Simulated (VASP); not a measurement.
# CrO2 (P4_2/mnm) in VASP: a series of runs

CrO2 is run at these levels: PBEsol; tasks: single point.

Everything below comes from runs of VASP 6.6.1. Logs are shortened: lines on timing, memory, paths and dates and some standing lists are left out, and cuts for length are marked.

### Step 1. The cell of the first run

The structure is tetragonal, space group P4_2/mnm (No. 136). Conventional cell: a = 4.361 Å, b = 4.361 Å, c = 2.875 Å, α = 90.00°, β = 90.00°, γ = 90.00°. Cr (site symmetry mmm) has 6 O at 1.87 to 1.88 Å within 2.5 Å. O (site symmetry m2m) has 3 Cr at 1.87 to 1.88 Å and 1 O at 2.43 Å within 2.5 Å.

### Step 2. Single point, PBEsol, collinear spin, ferromagnetic start

Input file INCAR:

```
PREC = Accurate
ENCUT = 520
EDIFF = 1E-6
ISMEAR = -1
SIGMA = 0.05
LREAL = F
LASPH = T
NELM = 150
ALGO = Normal
ISIF = 2
LWAVE = F
LCHARG = T
ISPIN = 2
MAGMOM = 3 3 0 0 0 0
LORBIT = 11
LMAXMIX = 4
GGA = PS
LELF = T
LVHAR = T
NBANDS = 37
```

Input file KPOINTS:

```
Automatic mesh
0
Gamma
  6 6 9
```

Input file POSCAR:

```
CrO2
1.0
    4.3612959848      0.0000000000      0.0000000000
    0.0000000000      4.3612959848      0.0000000000
    0.0000000000      0.0000000000      2.8749230487
Cr O
2 4
Direct
    0.5000000000      0.5000000000      0.5000000000
    0.0000000000      0.0000000000      0.0000000000
    0.8029115100      0.1970884900      0.5000000000
    0.6970884900      0.6970884900      0.0000000000
    0.1970884900      0.8029115100      0.5000000000
    0.3029115100      0.3029115100      0.0000000000
```

Potentials or basis: VASP PAW PBE potentials, release 64 (Cr_pv, O).

Run with:

```
$ cat potpaw_PBE.64/Cr_pv/POTCAR potpaw_PBE.64/O/POTCAR > POTCAR
$ mpirun -np 1 vasp_std > vasp.out
```

OUTCAR:

```text
PREC = Accurate
   ENCUT = 520
   EDIFF = 1E-6
   ISMEAR = -1
   LREAL = F
   LASPH = T
   NELM = 150
   ISIF = 2
   ISPIN = 2
   LORBIT = 11
   GGA = PS

 ion  position               nearest neighbor table
   1  0.500  0.500  0.500-   3 1.87   5 1.87   4 1.88   6 1.88   4 1.88   6 1.88
   2  0.000  0.000  0.000-   4 1.87   6 1.87   5 1.88   3 1.88   3 1.88   5 1.88
   3  0.803  0.197  0.500-   1 1.87   2 1.88   2 1.88
   4  0.697  0.697  0.000-   2 1.87   1 1.88   1 1.88
   5  0.197  0.803  0.500-   1 1.87   2 1.88   2 1.88
   6  0.303  0.303  0.000-   2 1.87   1 1.88   1 1.88

  LATTYP: Found a simple tetragonal cell.
 ALAT       =     4.3612959848
 C/A-ratio  =     0.6591900799

  Lattice vectors:

 A1 = (   4.3612959848,   0.0000000000,   0.0000000000)
 A2 = (   0.0000000000,   4.3612959848,   0.0000000000)
 A3 = (   0.0000000000,   0.0000000000,   2.8749230487)

Analysis of symmetry for initial positions (statically):
=====================================================================
 Subroutine PRICEL returns:
 Original cell was already a primitive cell.

 Routine SETGRP: Setting up the symmetry group for a
 simple tetragonal supercell.

 Subroutine GETGRP returns: Found 16 space group operations
 (whereof  8 operations were pure point group operations)
 out of a pool of 16 trial point group operations.

The static configuration has the point symmetry D_2h.
 The point group associated with its full space group is D_4h.

Analysis of symmetry for dynamics (positions and initial velocities):
=====================================================================
 Subroutine PRICEL returns:
 Original cell was already a primitive cell.

 Routine SETGRP: Setting up the symmetry group for a
 simple tetragonal supercell.

 Subroutine GETGRP returns: Found 16 space group operations
 (whereof  8 operations were pure point group operations)
 out of a pool of 16 trial point group operations.

The dynamic configuration has the point symmetry D_2h.
 The point group associated with its full space group is D_4h.

Analysis of structural, dynamic, and magnetic symmetry:
=====================================================================
 Subroutine PRICEL returns:
 Original cell was already a primitive cell.

 Routine SETGRP: Setting up the symmetry group for a
 simple tetragonal supercell.

 Subroutine GETGRP returns: Found 16 space group operations
 (whereof  8 operations were pure point group operations)
 out of a pool of 16 trial point group operations.

The overall configuration has the point symmetry D_2h.
 The point group associated with its full space group is D_4h.

 Subroutine INISYM returns: Found 16 space group operations
 (whereof  8 operations are pure point group operations),
 and found     1 'primitive' translations

----------------------------------------------------------------------------------------

                                     Primitive cell

  volume of cell :      54.6836

  direct lattice vectors                    reciprocal lattice vectors
     4.361295985  0.000000000  0.000000000     0.229289643  0.000000000  0.000000000
     0.000000000  4.361295985  0.000000000     0.000000000  0.229289643  0.000000000
     0.000000000  0.000000000  2.874923049     0.000000000  0.000000000  0.347835397

  length of vectors
     4.361295985  4.361295985  2.874923049     0.229289643  0.229289643  0.347835397

  position of ions in fractional coordinates (direct lattice)
     0.500000000  0.500000000  0.500000000
     0.000000000  0.000000000  0.000000000
     0.802911510  0.197088490  0.500000000
     0.697088490  0.697088490  0.000000000
     0.197088490  0.802911510  0.500000000
     0.302911510  0.302911510  0.000000000

  ion indices of the primitive-cell ions
   primitive index   ion index
                 1           1
                 2           2
                 3           3
                 4           4
                 5           5
                 6           6

[... 41 lines left out ...]
 spin polarized calculation
  energy-cutoff  :      520.00
  volume of cell :       54.68
 maximum number of plane-waves:      1504
   NGX = 17   NGY = 17   NGZ = 11

 number of electron      47.9999978 magnetization       3.9998999

 Free energy of the ion-electron system (eV)
  ---------------------------------------------------
  ext. energy  EPLUGINS =         0.00000000
  ---------------------------------------------------
  free energy    TOTEN  =       -53.02692881 eV

  energy without entropy =      -53.01516626  energy(sigma->0) =      -53.02104753

 E-fermi :   6.1889     XC(G=0): -12.4401

 val. band max:        6.1877274677   @ k =   0.3333   0.1667   0.2222
 cond. band min:       6.1991301958   @ k =   0.5000   0.5000   0.4444
 fundamental gap:      0.0114027281
 Fermi energy:         6.1888676597

 spin component 1

 k-point     1 :       0.0000    0.0000    0.0000
  band No.  band energies     occupation
      1     -38.6730      1.00000
      2     -38.6730      1.00000
      3     -38.5311      1.00000
      4     -38.5311      1.00000
      5     -38.4543      1.00000
      6     -38.4366      1.00000
[... 925 lines left out ...]
     35      17.1160      0.00000
     36      17.1160      0.00000

 [... further k-points ...]

 spin component 2

 k-point     1 :       0.0000    0.0000    0.0000
  band No.  band energies     occupation
      1     -36.7195      1.00000
      2     -36.7195      1.00000
      3     -36.3719      1.00000
      4     -36.3719      1.00000
      5     -36.1780      1.00000
      6     -36.1572      1.00000
[... 925 lines left out ...]
     35      17.2920      0.00000
     36      17.2920      0.00000

 [... further k-points ...]

 [bands above 36 left out]

------------------------ aborting loop because EDIFF is reached ----------------------------------------

  FORCE on cell =-STRESS in cart. coord.  units (eV):
  Direction    XX          YY          ZZ          XY          YZ          ZX
  --------------------------------------------------------------------------------------
  -------------------------------------------------------------------------------------
  Total        1.8650879      1.8650879      1.9574845     -0.0000000      0.0000000      0.0000000
  in kB       54.6452657     54.6452657     57.3523967     -0.0000000      0.0000000      0.0000000
  external PRESSURE =      55.5476427 kB  Pullay stress =       0.0000000 kB

 VOLUME and BASIS-vectors are now :
 -----------------------------------------------------------------------------
  energy-cutoff  :      520.00
  volume of cell :       54.68
      direct lattice vectors                 reciprocal lattice vectors
     4.361295985  0.000000000  0.000000000     0.229289643  0.000000000  0.000000000
     0.000000000  4.361295985  0.000000000     0.000000000  0.229289643  0.000000000
     0.000000000  0.000000000  2.874923049     0.000000000  0.000000000  0.347835397

 POSITION                                       TOTAL-FORCE (eV/Angst)
 -----------------------------------------------------------------------------------
      2.18065      2.18065      1.43746         0.000000      0.000000     -0.000000
      0.00000      0.00000      0.00000         0.000000      0.000000     -0.000000
      3.50173      0.85956      1.43746        -0.013383      0.013383      0.000000
      3.04021      3.04021      0.00000         0.013383      0.013383      0.000000
      0.85956      3.50173      1.43746         0.013383     -0.013383     -0.000000
      1.32109      1.32109      0.00000        -0.013383     -0.013383     -0.000000
 -----------------------------------------------------------------------------------
    total drift:                                0.000000     -0.000000     -0.000000

  FREE ENERGIE OF THE ION-ELECTRON SYSTEM (eV)
  ---------------------------------------------------
  free  energy   TOTEN  =       -53.0269288114 eV

  energy  without entropy=      -53.0151662563  energy(sigma->0) =      -53.02104753

 total charge

# of ion       s       p       d       tot
------------------------------------------
    1        0.379   6.515   4.105  11.000
    2        0.379   6.515   4.105  11.000
    3        1.568   3.469   0.000   5.037
    4        1.568   3.469   0.000   5.037
    5        1.568   3.469   0.000   5.037
    6        1.568   3.469   0.000   5.037
--------------------------------------------------
tot          7.031  26.905   8.211  42.147

 magnetization (x)

# of ion       s       p       d       tot
------------------------------------------
    1        0.021   0.033   1.996   2.050
    2        0.021   0.033   1.996   2.050
    3       -0.003  -0.053   0.000  -0.056
    4       -0.003  -0.053   0.000  -0.056
    5       -0.003  -0.053   0.000  -0.056
    6       -0.003  -0.053   0.000  -0.056
--------------------------------------------------
tot          0.030  -0.146   3.992   3.877
```

Run time: 2.2 min. Hardware: 1 thread of Intel Xeon Platinum 8488C (Sapphire Rapids), shared host; peak memory 0.27 GiB.

Results:

```
Free energy                                           : -53.0269 eV
Pressure                                              : 5.6 GPa
Largest force                                         : 0.019 eV/Å
Band gap on the k mesh                                : zero (filled and empty bands overlap)
Net moment                                            : 4.00 μB per cell
Site moments                                          : Cr +2.05; O -0.06 μB
Valence electrons inside the program's atomic spheres : Cr 11.00; O 5.04
```

Forces in eV/Å, atoms in the order of the input:
```
Cr   0.000  0.000  0.000
Cr   0.000  0.000  0.000
O   -0.013  0.013  0.000
O    0.013  0.013  0.000
O    0.013 -0.013  0.000
O   -0.013 -0.013  0.000
```

Caveat: the cell stands under pressure; the PAW data sets were made with another functional, which shifts forces and pressure a little; semilocal functionals often make such compounds metallic where correlation or magnetic order opens a gap, which also shifts bond lengths; the run started ferromagnetic, and an antiferromagnetic order may lie lower in energy. With open d or f shells a metallic result of PBEsol can be an artefact of self-interaction; +U or a hybrid may open a gap.

### Step 3. Single point, PBEsol, collinear spin, ferromagnetic start

This run uses another cell than the first one, of 9.21 Å³/atom.

Input file INCAR:

```
ALGO     = Normal         # electronic algorithm
EDIFF    = 1E-6           # SCF threshold, eV
ENCUT    = 520            # plane-wave cutoff, eV
GGA      = PS             # functional
ISIF     = 2              # what is computed and relaxed
ISMEAR   = -1             # smearing method
ISPIN    = 2              # spin polarisation
LASPH    = T              # aspherical terms in the spheres
LCHARG   = F              # write CHGCAR
LMAXMIX  = 4              # l up to which the mixer works
LORBIT   = 11             # projections on sites
LREAL    = F              # projectors in reciprocal space
LWAVE    = F              # write WAVECAR
MAGMOM   = 3 3 0 0 0 0    # initial moments
NBANDS   = 37             # bands
NELM     = 150            # most SCF steps
PREC     = Accurate       # precision mode
SIGMA    = 0.05           # smearing width, eV
```

Input file KPOINTS:

```
k-points
0
Gamma
  6 6 9
```

Input file POSCAR:

```
CrO2
1.0
    4.3795697235      0.0000000000      0.0000000000
    0.0000000000      4.3795697235      0.0000000000
    0.0000000000      0.0000000000      2.8823964359
Cr O
2 4
Direct
    0.5000000000      0.5000000000      0.5000000000
    0.0000000000      0.0000000000      0.0000000000
    0.8031344413      0.1968655587      0.5000000000
    0.6968655587      0.6968655587      0.0000000000
    0.1968655587      0.8031344413      0.5000000000
    0.3031344413      0.3031344413      0.0000000000
```

Potentials or basis: VASP PAW PBE potentials, release 64 (Cr_pv, O).

Run with:

```
$ cat potpaw_PBE.64/Cr_pv/POTCAR potpaw_PBE.64/O/POTCAR > POTCAR
$ mpirun -np 1 vasp_std > vasp.out
```

Wall time 2.6 min (1 thread of Intel Xeon Platinum 8488C (Sapphire Rapids), shared host); peak memory 0.29 GiB.

The run converged. Its results:

```
Free energy                                           : -53.0431 eV
Pressure                                              : 2.5 GPa
Largest force                                         : 0.020 eV/Å
Band gap on the k mesh                                : zero (filled and empty bands overlap)
Net moment                                            : 4.00 μB per cell
Site moments                                          : Cr +2.06; O -0.06 μB
Valence electrons inside the program's atomic spheres : Cr 10.97; O 5.03
```

Forces in eV/Å, atoms in the order of the input:
```
Cr   0.000  0.000  0.000
Cr   0.000  0.000  0.000
O   -0.014  0.014  0.000
O    0.014  0.014  0.000
O    0.014 -0.014  0.000
O   -0.014 -0.014  0.000
```

Stress tensor (GPa, compression positive):
```
2.45 0.00 0.00
0.00 2.45 0.00
0.00 0.00 2.70
```

Levels at points of the mesh, in eV from the Fermi level:
Spin up:
```csv
k point,band 23,band 24,band 25,band 26,band 27,band 28,band 29,band 30
"(0.00, 0.00, 0.00)",-1.37,-1.18,-1.18,-1.15,-0.70,1.17,1.24,3.87
"(0.50, 0.00, 0.00)",-0.77,-0.77,-0.32,-0.32,0.34,0.34,3.41,3.41
"(0.50, 0.50, 0.00)",-1.52,-1.52,-1.16,-1.16,0.91,0.91,2.85,2.85
```
Spin down:
```tsv
k point	band 19	band 20	band 21	band 22	band 23	band 24	band 25	band 26
(0.00, 0.00, 0.00)	-1.84	-1.48	-1.48	-1.02	0.74	0.79	1.03	1.03
(0.50, 0.00, 0.00)	-3.06	-3.06	-1.87	-1.87	1.45	1.45	1.67	1.67
(0.50, 0.50, 0.00)	-2.69	-2.69	-2.32	-2.32	0.77	0.77	1.05	1.05
```

Caveat: the PAW data sets were made with another functional, which shifts forces and pressure a little; semilocal functionals often make such compounds metallic where correlation or magnetic order opens a gap, which also shifts bond lengths; the run started ferromagnetic, and an antiferromagnetic order may lie lower in energy. With open d or f shells a metallic result of PBEsol can be an artefact of self-interaction; +U or a hybrid may open a gap.

### Step 4. Single point, PBEsol, collinear spin, ferromagnetic start

This run uses another cell than the first one, of 9.29 Å³/atom.

Input file INCAR:

```
SYSTEM = CrO2
PREC     = Accurate       ! precision mode
ENCUT    = 520            ! plane-wave cutoff, eV
EDIFF    = 1E-7           ! SCF threshold, eV
ISMEAR   = -1             ! smearing method
SIGMA    = 0.05           ! smearing width, eV
LREAL    = .False.        ! projectors in reciprocal space
LASPH    = .True.         ! aspherical terms in the spheres
NELM     = 150            ! most SCF steps
ALGO     = Normal         ! electronic algorithm
ISIF     = 2              ! what is computed and relaxed
LWAVE    = .False.        ! write WAVECAR
LCHARG   = .False.        ! write CHGCAR
ISPIN    = 2              ! spin polarisation
MAGMOM   = 3 3 0 0 0 0    ! initial moments
LORBIT   = 11             ! projections on sites
LMAXMIX  = 4              ! l up to which the mixer works
GGA      = PS             ! functional
NBANDS   = 37             ! bands
```

Input file KPOINTS:

```
regular mesh
0
Gamma
  6 6 9
  0 0 0
```

Input file POSCAR:

```
CrO2
1.0
    4.3925226367      0.0000000000      0.0000000000
    0.0000000000      4.3925226367      0.0000000000
    0.0000000000      0.0000000000      2.8874879814
Cr O
2 4
Direct
    0.5000000000      0.5000000000      0.5000000000
    0.0000000000      0.0000000000      0.0000000000
    0.8033034641      0.1966965359      0.5000000000
    0.6966965359      0.6966965359      0.0000000000
    0.1966965359      0.8033034641      0.5000000000
    0.3033034641      0.3033034641      0.0000000000
```

Run with:

```
$ cat potpaw_PBE.64/Cr_pv/POTCAR potpaw_PBE.64/O/POTCAR > POTCAR
$ mpirun -np 1 vasp_std > vasp.out
```

Wall time 2.8 min (1 thread of Intel Xeon Platinum 8488C (Sapphire Rapids), shared host); peak memory 0.28 GiB.

The run converged. Its results:

* Free energy: -53.0478 eV
* Pressure: 0.5 GPa
* Largest force: 0.020 eV/Å
* Band gap on the k mesh: zero (filled and empty bands overlap)
* Net moment: 4.00 μB per cell
* Site moments: Cr +2.06; O -0.06 μB
* Valence electrons inside the program's atomic spheres: Cr 10.95; O 5.03

Forces in eV/Å, atoms in the order of the input:
```
Cr   0.000  0.000  0.000
Cr   0.000  0.000  0.000
O   -0.014  0.014  0.000
O    0.014  0.014  0.000
O    0.014 -0.014  0.000
O   -0.014 -0.014  0.000
```

Stress tensor (GPa, compression positive):
```
0.42 0.00 0.00
0.00 0.42 0.00
0.00 0.00 0.69
```

Levels at points of the mesh, in eV from the Fermi level:
Spin up:
```
           k point  band 24  band 25  band 26  band 27  band 28  band 29
(0.00, 0.00, 0.00)    -1.17    -1.17    -1.14    -0.67     1.13     1.23
(0.50, 0.00, 0.00)    -0.77    -0.33    -0.33     0.34     0.34     3.36
(0.50, 0.50, 0.00)    -1.51    -1.15    -1.15     0.91     0.91     2.81
```
Spin down:
```
           k point  band 19  band 20  band 21  band 22  band 23  band 24  band 25  band 26
(0.00, 0.00, 0.00)    -1.82    -1.46    -1.46    -1.01     0.76     0.81     1.05     1.05
(0.50, 0.00, 0.00)    -3.02    -3.02    -1.85    -1.85     1.46     1.46     1.67     1.67
(0.50, 0.50, 0.00)    -2.66    -2.66    -2.30    -2.30     0.79     0.79     1.07     1.07
```

Caveat: the PAW data sets were made with another functional, which shifts forces and pressure a little; semilocal functionals often make such compounds metallic where correlation or magnetic order opens a gap, which also shifts bond lengths; the run started ferromagnetic, and an antiferromagnetic order may lie lower in energy. With open d or f shells a metallic result of PBEsol can be an artefact of self-interaction; +U or a hybrid may open a gap.

### Step 5. Summary

| cell | gap on the mesh (eV) | pressure (GPa) | moment (μB) | largest force (eV/Å) |
| --- | --- | --- | --- | --- |
| a = 4.361, b = 4.361, c = 2.875 Å, 6 atoms, atomic positions A | none | 5.6 | 4.00 | 0.02 |
| a = 4.380, b = 4.380, c = 2.882 Å, 6 atoms, atomic positions B | none | 2.5 | 4.00 | 0.02 |
| a = 4.393, b = 4.393, c = 2.887 Å, 6 atoms, atomic positions C | none | 0.5 | 4.00 | 0.02 |

Alike in all rows: task single point; level PBEsol; potentials or basis VASP PAW PBE potentials, release 64 (Cr_pv, O); spin collinear, ferromagnetic start; k mesh 6 × 6 × 9; cutoff (eV) 520; smearing fermi-dirac 0.05 eV.

Caveats: the PAW data sets were made with another functional, which shifts forces and pressure a little; semilocal functionals often make such compounds metallic where correlation or magnetic order opens a gap, which also shifts bond lengths; the run started ferromagnetic, and an antiferromagnetic order may lie lower in energy; the cell stands under pressure (at least some runs).

Total energies depend on the potentials used, so only differences within one code and one set of settings carry meaning.

The gap in the log of VASP goes by the Fermi energy; the results here count the filled bands.